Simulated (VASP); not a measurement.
# Ag (I4/mmm) in VASP: further runs, part 2 of 2

VASP 6.6.1.

**4. Single point, PBE (strain +0.0300 x Voigt [1, 0, 0, 0, 0, 0])**

The input, INCAR:

```
SYSTEM = Ag
PREC     = Accurate       ! precision mode
ENCUT    = 520            ! plane-wave cutoff, eV
EDIFF    = 1E-6           ! SCF threshold, eV
ISMEAR   = 0              ! smearing method
SIGMA    = 0.15           ! smearing width, eV
LREAL    = .False.        ! projectors in reciprocal space
LASPH    = .True.         ! aspherical terms in the spheres
NELM     = 60             ! most SCF steps
ALGO     = Normal         ! electronic algorithm
ISIF     = 2              ! what is computed and relaxed
LWAVE    = .False.        ! write WAVECAR
LCHARG   = .False.        ! write CHGCAR
GGA      = PE             ! functional
NBANDS   = 12             ! bands
```

The input, KPOINTS:

```
regular mesh
0
Gamma
  20 20 20
  0 0 0
```

The input, POSCAR:

```
Ag
1.0
    0.0000000000      2.0431000000      2.0431000000
    2.1043930000      0.0000000000      2.0431000000
    2.1043930000      2.0431000000      0.0000000000
Ag
1
Direct
    0.0000000000      0.0000000000      0.0000000000
```

Run with:

```
cat potpaw_PBE.64/Ag/POTCAR > POTCAR
mpirun -np 1 vasp_std > vasp.out
```

Wall time 71 s (1 thread of Intel Xeon 6975P-C (Granite Rapids), shared host); peak memory 0.24 GiB.

It converged, with:

* Free energy: -2.7190 eV
* Pressure: 1.3 GPa
* Band gap on the k mesh: zero (an odd number of electrons rules out a gap without spin polarisation)

Stress tensor (GPa, compression positive):
```
0.54 0.00 0.00
0.00 1.75 0.00
0.00 0.00 1.75
```

Levels at points of the mesh, in eV from the Fermi level:
| k point | band 2 | band 3 | band 4 | band 5 | band 6 | band 7 | band 8 | band 9 | band 10 | band 11 |
| --- | --- | --- | --- | --- | --- | --- | --- | --- | --- | --- |
| (0.00, 0.00, 0.00) | -4.83 | -4.65 | -4.65 | -3.83 | -3.64 | 15.96 | 19.11 | 19.46 | 19.46 | 24.08 |
| (0.50, 0.00, 0.00) | -4.82 | -4.65 | -3.02 | -2.94 | -0.33 | 3.43 | 15.10 | 17.29 | 17.90 | 22.07 |
| (0.50, 0.50, 0.00) | -6.13 | -3.02 | -2.85 | -2.71 | 1.79 | 6.74 | 10.32 | 10.35 | 16.66 | 16.69 |
| (0.00, 0.50, 0.50) | -6.14 | -3.00 | -2.79 | -2.79 | 1.30 | 6.03 | 10.85 | 10.85 | 17.15 | 17.21 |

Caveat: the cell differs from its parent crystal (strain +0.0300 x Voigt [1, 0, 0, 0, 0, 0]).

**5. Single point, PBE (strain +0.0350 x Voigt [1, 0, 0, 0, 0, 0])**

The input, INCAR:

```
PREC = Accurate
ENCUT = 520
EDIFF = 1E-6
ISMEAR = 0
SIGMA = 0.15
LREAL = False
LASPH = True
NELM = 100
ALGO = Normal
ISIF = 2
LWAVE = False
LCHARG = True
GGA = PE
LELF = True
LVHAR = True
NBANDS = 12
```

The input, KPOINTS:

```
Automatic mesh
0
Gamma
  20 20 20
```

The input, POSCAR:

```
Ag
1.0
    0.0000000000      2.0431000000      2.0431000000
    2.1146085000      0.0000000000      2.0431000000
    2.1146085000      2.0431000000      0.0000000000
Ag
1
Direct
    0.0000000000      0.0000000000      0.0000000000
```

Run with:

```
cat potpaw_PBE.64/Ag/POTCAR > POTCAR
mpirun -np 1 vasp_std > vasp.out
```

Run time: 77 s. Hardware: 1 thread of Intel Xeon 6975P-C (Granite Rapids), shared host; peak memory 0.25 GiB.

It converged, with:

```yaml
Free_energy: -2.7192 eV
Pressure: 0.9 GPa
Band_gap_on_the_k_mesh: zero (an odd number of electrons rules out a gap without spin polarisation)
```

Stress tensor (GPa, compression positive):
```
-0.06  0.00  0.00
 0.00  1.36  0.00
 0.00  0.00  1.36
```

Levels at points of the mesh, in eV from the Fermi level:
| k point | band 4 | band 5 | band 6 | band 7 | band 8 | band 9 |
| --- | --- | --- | --- | --- | --- | --- |
| (0.00, 0.00, 0.00) | -4.63 | -3.84 | -3.62 | 15.95 | 19.04 | 19.44 |
| (0.50, 0.00, 0.00) | -3.02 | -2.94 | -0.32 | 3.40 | 15.06 | 17.22 |
| (0.50, 0.50, 0.00) | -2.86 | -2.70 | 1.82 | 6.74 | 10.27 | 10.29 |
| (0.00, 0.50, 0.50) | -2.80 | -2.80 | 1.25 | 5.91 | 10.88 | 10.88 |

Caveat: the cell differs from its parent crystal (strain +0.0350 x Voigt [1, 0, 0, 0, 0, 0]).

**6. Single point, PBE (strain +0.0400 x Voigt [1, 0, 0, 0, 0, 0])**

The input, INCAR:

```
SYSTEM = Ag
PREC     = Accurate       ! precision mode
ENCUT    = 520            ! plane-wave cutoff, eV
EDIFF    = 1E-7           ! SCF threshold, eV
ISMEAR   = 0              ! smearing method
SIGMA    = 0.15           ! smearing width, eV
LREAL    = .FALSE.        ! projectors in reciprocal space
LASPH    = .TRUE.         ! aspherical terms in the spheres
NELM     = 80             ! most SCF steps
ALGO     = Normal         ! electronic algorithm
ISIF     = 2              ! what is computed and relaxed
LWAVE    = .FALSE.        ! write WAVECAR
LCHARG   = .FALSE.        ! write CHGCAR
GGA      = PE             ! functional
NBANDS   = 12             ! bands
```

The input, KPOINTS:

```
Automatic mesh
0
G
  20 20 20
  0 0 0
```

The input, POSCAR:

```
Ag
1.0
    0.0000000000      2.0431000000      2.0431000000
    2.1248240000      0.0000000000      2.0431000000
    2.1248240000      2.0431000000      0.0000000000
Ag
1
Direct
    0.0000000000      0.0000000000      0.0000000000
```

Potentials or basis: VASP PAW PBE potentials, release 64 (Ag).

Run with:

```
cat potpaw_PBE.64/Ag/POTCAR > POTCAR
mpirun -np 1 vasp_std > vasp.out
```

OUTCAR:

```text
SYSTEM = Ag
   PREC = Accurate
   ENCUT = 520
   EDIFF = 1E-7
   ISMEAR = 0
   LREAL = .FALSE.
   LASPH = .TRUE.
   NELM = 80
   ISIF = 2
   GGA = PE

 ion  position               nearest neighbor table
   1  0.000  0.000  0.000-

  LATTYP: Found a body centered tetragonal cell.
 ALAT       =     2.8893797293
 C/A-ratio  =     1.4707821049

  Lattice vectors:

 A1 = (   2.1248240000,   0.0000000000,   2.0431000000)
 A2 = (   2.1248240000,   0.0000000000,  -2.0431000000)
 A3 = (  -2.1248240000,   2.0431000000,   0.0000000000)

Analysis of symmetry for initial positions (statically):
=====================================================================
 Subroutine PRICEL returns:
 Original cell was already a primitive cell.

 Routine SETGRP: Setting up the symmetry group for a
 body centered tetragonal supercell.

 Subroutine GETGRP returns: Found 16 space group operations
 (whereof 16 operations were pure point group operations)
 out of a pool of 16 trial point group operations.

The static configuration has the point symmetry D_4h.

Analysis of symmetry for dynamics (positions and initial velocities):
[... 163 lines left out ...]
 Fermi energy:         7.9092594591

 k-point     1 :       0.0000    0.0000    0.0000
  band No.  band energies     occupation
      1       0.4109      2.00000
      2       3.0696      2.00000
      3       3.3072      2.00000
      4       3.3072      2.00000
      5       4.0613      2.00000
      6       4.3061      2.00000
      7      23.8476      0.00000
      8      26.8725      0.00000
      9      27.3223      0.00000
     10      27.3223      0.00000
     11      31.8755      0.00000
     12      32.6454      0.00000
[... 331 lines left out ...]
 k-point    24 :      -0.3500    0.0500    0.0000
  band No.  band energies     occupation
      1       1.8723      2.00000
      2       3.1951      2.00000
      3       3.3973      2.00000
      4       4.5012      2.00000
      5       4.6178      2.00000
      6       5.6317      2.00000
      7      14.5143      0.00000
      8      23.3722      0.00000
      9      24.9892      0.00000
     10      26.5516      0.00000
     11      29.6074      0.00000
     12      30.6972      0.00000

 [... further k-points ...]
[... 5 lines left out ...]
  --------------------------------------------------------------------------------------
  -------------------------------------------------------------------------------------
  Total       -0.0698919      0.1083581      0.1083581      0.0000000      0.0000000      0.0000000
  in kB       -6.3125597      9.7867751      9.7867751      0.0000000      0.0000000      0.0000000
  external PRESSURE =       4.4203302 kB  Pullay stress =       0.0000000 kB

 VOLUME and BASIS-vectors are now :
 -----------------------------------------------------------------------------
  energy-cutoff  :      520.00
  volume of cell :       17.74
      direct lattice vectors                 reciprocal lattice vectors
     0.000000000  2.043100000  2.043100000    -0.235313607  0.244726151  0.244726151
     2.124824000  0.000000000  2.043100000     0.235313607 -0.244726151  0.244726151
     2.124824000  2.043100000  0.000000000     0.235313607  0.244726151 -0.244726151

 POSITION                                       TOTAL-FORCE (eV/Angst)
 -----------------------------------------------------------------------------------
      0.00000      0.00000      0.00000         0.000000      0.000000      0.000000
 -----------------------------------------------------------------------------------
    total drift:                               -0.000000     -0.000000     -0.000000

  FREE ENERGIE OF THE ION-ELECTRON SYSTEM (eV)
  ---------------------------------------------------
  free  energy   TOTEN  =        -2.7190190484 eV

  energy  without entropy=       -2.7167441297  energy(sigma->0) =       -2.71788159
```

stdout:

```text
POSCAR found type information on POSCAR Ag
 POSCAR found :  1 types and       1 ions
 scaLAPACK will be used
 LDA part: xc-table for (Slater+PW92), standard interpolation
 POSCAR, INCAR and KPOINTS ok, starting setup
 FFT: planning ... GRIDC
 FFT: planning ... GRID_SOFT
 FFT: planning ... GRID
 WAVECAR not read
 entering main loop
```

Run time: 75 s. Hardware: 1 thread of Intel Xeon 6975P-C (Granite Rapids), shared host; peak memory 0.25 GiB.

What came out:

```
Free energy            : -2.7190 eV
Pressure               : 0.4 GPa
Band gap on the k mesh : zero (an odd number of electrons rules out a gap without spin polarisation)
```

Levels at points of the mesh, in eV from the Fermi level:
```
           k point  band 3  band 4  band 5  band 6  band 7  band 8  band 9  band 10
(0.00, 0.00, 0.00)   -4.60   -4.60   -3.85   -3.60   15.94   18.96   19.41    19.41
(0.50, 0.00, 0.00)   -4.59   -3.03   -2.93   -0.30    3.38   15.01   17.15    17.91
(0.50, 0.50, 0.00)   -3.02   -2.87   -2.69    1.85    6.74   10.22   10.24    16.49
(0.00, 0.50, 0.50)   -3.00   -2.80   -2.80    1.21    5.80   10.91   10.91    17.14
```

Caveat: the cell differs from its parent crystal (strain +0.0400 x Voigt [1, 0, 0, 0, 0, 0]).

**7. Overview**

```tsv
cell	gap on the mesh (eV)	pressure (GPa)
a = 2.889, b = 2.904, c = 2.904 Å, angles 59.7, 60.2, 60.2°, 1 atom	none	3.4
a = 2.889, b = 2.918, c = 2.918 Å, angles 59.3, 60.3, 60.3°, 1 atom	none	2.4
a = 2.889, b = 2.933, c = 2.933 Å, angles 59.0, 60.5, 60.5°, 1 atom	none	1.3
a = 2.889, b = 2.940, c = 2.940 Å, angles 58.9, 60.6, 60.6°, 1 atom	none	0.9
a = 2.889, b = 2.948, c = 2.948 Å, angles 58.7, 60.7, 60.7°, 1 atom	none	0.4
```

Alike in all rows: task single point; level PBE; potentials or basis VASP PAW PBE potentials, release 64 (Ag); no spin polarisation; k mesh 20 × 20 × 20; cutoff (eV) 520; smearing gaussian 0.15 eV.

Caveats: the cell stands under pressure (at least some runs).

Absolute energies hang on the potentials; compare differences alone.
